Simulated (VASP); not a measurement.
Wanted: the native input for a VASP 6.6.1 run.

```
Task                   : single point
Functional             : PBE
Potentials or basis    : VASP PAW PBE potentials, release 64 (Al, N)
Cutoff                 : 520 eV
k mesh                 : 10 × 10 × 10
Occupations            : fermi-dirac, width 0.02 eV
Spin                   : no spin polarisation
Dipole correction      : no
Further INCAR settings : ALGO = Normal; EDIFF = 1e-06; NBANDS = 11
```

The structure of AlN lies in POSCAR:

```
AlN
1.0
    0.0000000000      1.9582200000      1.9780000000
    1.9582200000      0.0000000000      1.9780000000
    1.9582200000      1.9582200000      0.0000000000
Al N
1 1
Direct
    0.0000000000      0.0000000000      0.0000000000
    0.5000000000      0.5000000000      0.5000000000
```

This cell differs from its parent crystal: equal xx and yy strain of -1 %.

The input as run:

INCAR

```
SYSTEM = AlN
ALGO = Normal
EDIFF = 1E-6
ENCUT = 520
GGA = PE
ISIF = 2
ISMEAR = -1
LASPH = .TRUE.
LCHARG = .FALSE.
LREAL = .FALSE.
LWAVE = .FALSE.
NBANDS = 11
NELM = 60
PREC = Accurate
SIGMA = 0.02
```

KPOINTS

```
k-points
0
G
  10 10 10
  0 0 0
```

Potentials or basis: VASP PAW PBE potentials, release 64 (Al, N).

The run is started by

```bash
$ cat potpaw_PBE.64/Al/POTCAR potpaw_PBE.64/N/POTCAR > POTCAR
$ mpirun -np 1 vasp_std > vasp.out
```

Results of the run:

```yaml
Pressure: 32.6 GPa
Band_gap_on_the_k_mesh: 5.07 eV, indirect (least direct gap 6.92 eV)
```

Caveat: the cell differs from its parent crystal (equal xx and yy strain of -1 %).

Run time: 15 s on 1 thread of AMD EPYC 7R13 Processor (Zen 3), with other jobs on the host, peak memory 0.11 GiB.
